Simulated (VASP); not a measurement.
# AlN (pbe) (P6_3mc) in VASP: further runs

Runs on AlN (pbe). Level: PBE. Tasks: single point, relaxation of cell and atoms.

Everything below comes from runs of VASP 6.6.1. Logs are shortened: lines on timing, memory, paths and dates and some standing lists are left out, and cuts for length are marked.

## (1) The cell of the first run

It takes space group P6_3mc (No. 186, hexagonal). Conventional cell: a = 3.130 Å, b = 3.130 Å, c = 5.017 Å, α = 90.00°, β = 90.00°, γ = 120.00°. Within 2.5 Å of Al (site symmetry 3m) lie 4 N at 1.85 to 2.09 Å. Within 2.5 Å of N (site symmetry 3m) lie 4 Al at 1.85 to 2.09 Å.

## (2) Single point, PBE

INCAR

```
PREC = Accurate
ENCUT = 520
EDIFF = 1E-7
ISMEAR = 0
SIGMA = 0.01
LREAL = False
LASPH = True
NELM = 80
ALGO = Normal
ISIF = 2
LWAVE = False
LCHARG = False
GGA = PE
NBANDS = 16
```

KPOINTS

```
Automatic mesh
0
Gamma
  9 9 6
```

POSCAR

```
AlN
1.0
    3.1297670776      0.0000000000      0.0000000000
   -1.5648835388      2.7104577972      0.0000000000
    0.0000000000      0.0000000000      5.0173090473
Al N
2 2
Direct
    0.3333333333      0.6666666667     -0.0175395319
    0.6666666667      0.3333333333      0.4824604681
    0.3333333333      0.6666666667      0.3995395319
    0.6666666667      0.3333333333      0.8995395319
```

Potentials or basis: VASP PAW PBE potentials, release 64 (Al, N).

Launch:

```sh
$ cat potpaw_PBE.64/Al/POTCAR potpaw_PBE.64/N/POTCAR > POTCAR
$ mpirun -np 1 vasp_std > vasp.out
```

OUTCAR:

```text
PREC = Accurate
   ENCUT = 520
   EDIFF = 1E-7
   ISMEAR = 0
   LREAL = False
   LASPH = True
   NELM = 80
   ISIF = 2
   GGA = PE

 ion  position               nearest neighbor table
   1  0.333  0.667  0.982-   4 1.85   4 1.85   4 1.85   3 2.09   2 3.09   2 3.09   2 3.09   2 3.09
                             2 3.09   2 3.09
   2  0.667  0.333  0.482-   3 1.85   3 1.85   3 1.85   4 2.09   1 3.09   1 3.09   1 3.09   1 3.09
                             1 3.09   1 3.09
   3  0.333  0.667  0.400-   2 1.85   2 1.85   2 1.85   1 2.09
   4  0.667  0.333  0.900-   1 1.85   1 1.85   1 1.85   2 2.09

  LATTYP: Found a hexagonal cell.
 ALAT       =     3.1297670776
 C/A-ratio  =     1.6030934325

  Lattice vectors:

 A1 = (   3.1297670776,   0.0000000000,   0.0000000000)
 A2 = (  -1.5648835388,   2.7104577972,   0.0000000000)
 A3 = (   0.0000000000,   0.0000000000,   5.0173090473)

Analysis of symmetry for initial positions (statically):
=====================================================================
 Subroutine PRICEL returns:
 Original cell was already a primitive cell.

 Routine SETGRP: Setting up the symmetry group for a
 hexagonal supercell.

 Subroutine GETGRP returns: Found 12 space group operations
 (whereof  6 operations were pure point group operations)
 out of a pool of 24 trial point group operations.

The static configuration has the point symmetry C_3v.
 The point group associated with its full space group is C_6v.

Analysis of symmetry for dynamics (positions and initial velocities):
=====================================================================
 Subroutine PRICEL returns:
 Original cell was already a primitive cell.

 Routine SETGRP: Setting up the symmetry group for a
 hexagonal supercell.

 Subroutine GETGRP returns: Found 12 space group operations
 (whereof  6 operations were pure point group operations)
 out of a pool of 24 trial point group operations.

The dynamic configuration has the point symmetry C_3v.
 The point group associated with its full space group is C_6v.

 Subroutine INISYM returns: Found 12 space group operations
 (whereof  6 operations are pure point group operations),
 and found     1 'primitive' translations

----------------------------------------------------------------------------------------

                                     Primitive cell

  volume of cell :      42.5623

  direct lattice vectors                    reciprocal lattice vectors
     3.129767078  0.000000000  0.000000000     0.319512595  0.184470683  0.000000000
    -1.564883539  2.710457797  0.000000000     0.000000000  0.368941365  0.000000000
     0.000000000  0.000000000  5.017309047     0.000000000  0.000000000  0.199310027

  length of vectors
     3.129767078  3.129767078  5.017309047     0.368941365  0.368941365  0.199310027

  position of ions in fractional coordinates (direct lattice)
     0.333333333  0.666666667  0.982460468
     0.666666667  0.333333333  0.482460468
     0.333333333  0.666666667  0.399539532
     0.666666667  0.333333333  0.899539532

  ion indices of the primitive-cell ions
   primitive index   ion index
                 1           1
                 2           2
                 3           3
                 4           4

----------------------------------------------------------------------------------------

 KPOINTS: Automatic mesh

Automatic generation of k-mesh.
 Grid dimensions read from file:
 generate k-points for:    9    9    6

 Generating k-lattice:

  Cartesian coordinates                     Fractional coordinates (reciprocal lattice)
     0.035501399  0.020496743  0.000000000     0.111111111 -0.000000000  0.000000000
     0.000000000  0.040993485  0.000000000     0.000000000  0.111111111  0.000000000
     0.000000000  0.000000000  0.033218338     0.000000000  0.000000000  0.166666667

  Length of vectors
     0.040993485  0.040993485  0.033218338

  Shift w.r.t. Gamma in fractional coordinates (k-lattice)
     0.000000000  0.000000000  0.000000000

 Subroutine IBZKPT returns following result:
 ===========================================

 Found     48 irreducible k-points:

 Following reciprocal coordinates:
            Coordinates               Weight
  0.000000  0.000000  0.000000      1.000000
  0.111111 -0.000000  0.000000      6.000000
  0.222222  0.000000  0.000000      6.000000
  0.333333 -0.000000  0.000000      6.000000
  0.444444  0.000000  0.000000      6.000000
  0.111111  0.111111  0.000000      6.000000
[... 16 lines left out ...]
  0.333333  0.222222  0.166667     24.000000
  0.333333  0.333333  0.166667      4.000000
 [... further k-points ...]
   k-points           NKPTS =     48   k-points in BZ     NKDIM =     48   number of bands    NBANDS=     16
   number of dos      NEDOS =    301   number of ions     NIONS =      4
   total plane-waves  NPLWV =  23040
   dimension x,y,z NGX =    24 NGY =   24 NGZ =   40
   dimension x,y,z NGXF=    48 NGYF=   48 NGZF=   80
   ions per type =               2   2
   NGX,Y,Z   is equivalent  to a cutoff of  12.75, 12.75, 13.25 a.u.
   NGXF,Y,Z  is equivalent  to a cutoff of  25.50, 25.50, 26.51 a.u.
 SYSTEM =  unknown system
   PREC   = accura    normal or accurate (medium, high low for compatibility)
   ISTART =      0    job   : 0-new  1-cont  2-samecut
   ICHARG =      2    charge: 1-file 2-atom 10-const
   ISPIN  =      1    spin polarized calculation?
   LNONCOLLINEAR =      F non collinear calculations
   LSORBIT =      F    spin-orbit coupling
   LASPH  =      T    aspherical Exc in radial PAW
   ENCUT  =  520.0 eV  38.22 Ry    6.18 a.u.   5.82  5.82  9.33*2*pi/ulx,y,z
   NELM   =     80;   NELMIN=  2; NELMDL= -5     # of ELM steps
   EDIFF  = 0.1E-06   stopping-criterion for ELM
   LREAL  =      F    real-space projection
   EDIFFG = 0.1E-05   stopping-criterion for IOM
   NSW    =      0    number of steps for IOM
   IBRION =     -1    ionic relax: 0-MD 1-quasi-New 2-CG
   NFREE  =      0    steps in history (QN), initial steepest desc. (CG)
   ISIF   =      2    stress and relaxation
   ISYM   =      2    0-nonsym 1-usesym 2-fastsym
   POTIM  = 0.5000    time-step for ionic-motion
   TEBEG  =    0.0;   TEEND  =   0.0 temperature during run
   PSTRESS=    0.0 pullay stress
   NELECT =      16.0000    total number of electrons
   NUPDOWN=      -1.0000    fix difference up-down
   EMIN   =  10.00;   EMAX   =-10.00  energy-range for DOS
   EFERMI =   0.00;   METHOD = LEGACY
   ISMEAR =     0;   SIGMA  =   0.01  broadening in eV -4-tet -1-fermi 0-gaus
   EFERMI_NEDOS =   21; number of points for ismear=-14 and -15
   IALGO  =     38    algorithm
   IMIX   =      4    mixing-type and parameters
     AMIX     =   0.40;   BMIX     =  1.00
     AMIX_MAG =   1.60;   BMIX_MAG =  1.00
  volume/ion in A,a.u.               =      10.64        71.81
  Fermi-wavevector in a.u.,A,eV,Ry     =   1.181516  2.232742 18.993466  1.395980
  Thomas-Fermi vector in A             =   2.317788
   LORBIT       =      0    0 simple, 1 ext, 2 COOP (PROOUT), +10 PAW based schemes
   GGA     = PE    functional components
   LHFCALC =     F    Hartree Fock is set to
   AEXX    =    0.0000 exact exchange contribution
   IVDW    =     0    specifies the selected vdW correction
   LEPSILON=     F    determine dielectric tensor
   LRPA    =     F    only Hartree local field effects (RPA)
 non-spin polarized calculation
 Gauss-broadening in eV      SIGMA  =   0.01
  energy-cutoff  :      520.00
  volume of cell :       42.56
 maximum number of plane-waves:      1170
 NGX is ok and might be reduce to    24
   NGX = 11   NGY = 11   NGZ = 19

 number of electron      15.9999999 magnetization

 Free energy of the ion-electron system (eV)
  ---------------------------------------------------
  ext. energy  EPLUGINS =         0.00000000
  ---------------------------------------------------
  free energy    TOTEN  =       -29.51139336 eV

  energy without entropy =      -29.51139336  energy(sigma->0) =      -29.51139336

 E-fermi :   6.5894     XC(G=0): -10.8259

 val. band max:        6.5004881929   @ k =   0.0000   0.0000   0.0000
 cond. band min:       9.9858863511   @ k =   0.0000   0.0000   0.0000
 fundamental gap:      3.4853981582
 Fermi energy:         6.5894494685

 k-point     1 :       0.0000    0.0000    0.0000
  band No.  band energies     occupation
      1      -9.1169      2.00000
      2      -7.0684      2.00000
      3       0.2664      2.00000
      4       4.8799      2.00000
      5       4.8799      2.00000
      6       5.5182      2.00000
[... 8 lines left out ...]
     15      18.6986      0.00000
     16      18.6986      0.00000

 k-point     2 :       0.1111   -0.0000    0.0000
  band No.  band energies     occupation
      1      -8.9631      2.00000
      2      -6.9794      2.00000
      3       0.4516      2.00000
      4       4.2193      2.00000
      5       4.6997      2.00000
      6       4.8752      2.00000
[... 8 lines left out ...]
     15      18.4976      0.00000
     16      18.9756      0.00000

 k-point     3 :       0.2222    0.0000    0.0000
  band No.  band energies     occupation
      1      -8.5269      2.00000
      2      -6.7559      2.00000
      3       0.9906      2.00000
      4       2.7923      2.00000
      5       3.6632      2.00000
      6       4.3235      2.00000
[... 8 lines left out ...]
     15      18.2712      0.00000
     16      18.6707      0.00000

 k-point     4 :       0.3333   -0.0000    0.0000
  band No.  band energies     occupation
      1      -7.9003      2.00000
      2      -6.5363      2.00000
      3       1.4128      2.00000
      4       1.8237      2.00000
      5       2.5193      2.00000
      6       3.9699      2.00000
[... 8 lines left out ...]
     15      17.5098      0.00000
     16      20.0982      0.00000
[... 324 lines left out ...]
 k-point    22 :       0.2222    0.2222    0.1667
  band No.  band energies     occupation
      1      -7.5040      2.00000
      2      -6.5425      2.00000
      3       1.4376      2.00000
      4       1.5682      2.00000
      5       3.0275      2.00000
      6       3.2372      2.00000
[... 8 lines left out ...]
     15      17.6165      0.00000
     16      20.6719      0.00000

 k-point    23 :       0.3333    0.2222    0.1667
  band No.  band energies     occupation
      1      -7.0000      2.00000
      2      -6.5259      2.00000
      3       0.9570      2.00000
      4       1.6303      2.00000
      5       2.4439      2.00000
      6       3.6038      2.00000
[... 8 lines left out ...]
     15      18.1455      0.00000
     16      20.5660      0.00000

 k-point    24 :       0.3333    0.3333    0.1667
  band No.  band energies     occupation
      1      -6.6705      2.00000
      2      -6.6705      2.00000
      3       1.2358      2.00000
      4       1.7867      2.00000
      5       1.7867      2.00000
      6       3.1238      2.00000
[... 8 lines left out ...]
     15      18.3657      0.00000
     16      20.9455      0.00000

 [... further k-points ...]

------------------------ aborting loop because EDIFF is reached ----------------------------------------

  FORCE on cell =-STRESS in cart. coord.  units (eV):
  Direction    XX          YY          ZZ          XY          YZ          ZX
  --------------------------------------------------------------------------------------
  -------------------------------------------------------------------------------------
  Total        1.8396394      1.8396394     -2.2809260      0.0000000      0.0000000      0.0000000
  in kB       69.2496805     69.2496805    -85.8610609      0.0000000      0.0000000      0.0000000
  external PRESSURE =      17.5461000 kB  Pullay stress =       0.0000000 kB

 VOLUME and BASIS-vectors are now :
 -----------------------------------------------------------------------------
  energy-cutoff  :      520.00
  volume of cell :       42.56
      direct lattice vectors                 reciprocal lattice vectors
     3.129767078  0.000000000  0.000000000     0.319512595  0.184470683  0.000000000
    -1.564883539  2.710457797  0.000000000     0.000000000  0.368941365  0.000000000
     0.000000000  0.000000000  5.017309047     0.000000000  0.000000000  0.199310027

 POSITION                                       TOTAL-FORCE (eV/Angst)
 -----------------------------------------------------------------------------------
     -0.00000      1.80697      4.92931        -0.000000      0.000000      1.231638
      1.56488      0.90349      2.42065         0.000000     -0.000000      1.231638
     -0.00000      1.80697      2.00461         0.000000     -0.000000     -1.231638
      1.56488      0.90349      4.51327        -0.000000      0.000000     -1.231638
 -----------------------------------------------------------------------------------
    total drift:                                0.000000      0.000000      0.000795

  FREE ENERGIE OF THE ION-ELECTRON SYSTEM (eV)
  ---------------------------------------------------
  free  energy   TOTEN  =       -29.5113933637 eV

  energy  without entropy=      -29.5113933637  energy(sigma->0) =      -29.51139336
```

It took 42 s on 1 thread of Intel Xeon 8259CL, shared host; peak memory 0.17 GiB.

What came out:

- Free energy: -29.5114 eV
- Pressure: 1.8 GPa
- Largest force: 1.232 eV/Å
- Band gap on the k mesh: 3.49 eV, direct

Forces on the atoms (eV/Å):
```
Al   0.000  0.000  1.232
Al   0.000  0.000  1.232
N    0.000  0.000 -1.232
N    0.000  0.000 -1.232
```

Stress tensor (GPa, compression positive):
```
 6.92  0.00  0.00
 0.00  6.92  0.00
 0.00  0.00 -8.59
```

Caveat: forces of over 1 eV/Å act on the atoms, so gaps and moduli don't describe the material at rest.

[end of part 1 of 3]
